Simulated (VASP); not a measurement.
The system is CaBr.

```
Ca Br
1.0
     3.91702    0.00000    0.00000
    -1.95851    3.39224    0.00000
     0.00000    0.00000    4.34103
Ca Br
1 1
Direct
  0.00000 0.00000 0.00000
  0.33333 0.66667 0.50000
```

Base run:

```yaml
Program: VASP 6.6.1
Functional: LDA
Potentials_or_basis: VASP PAW LDA potentials, release 64 (Ca_sv, Br)
Cutoff: 520 eV
k_mesh: 7 × 7 × 5
Occupations: fermi-dirac, width 0.1 eV
Spin: no spin polarisation
```

Its results: pressure -3.1 GPa.

Problem. The run is repeated on the same cell with these changes: k mesh from 7 × 7 × 5 to 3 × 3 × 3. What comes out?

Solution. Pressure -3.6 GPa.

Caveats: some runs use coarse meshes; an odd number of electrons without spin polarisation forces a metal; a magnetic or distorted state may lie lower.
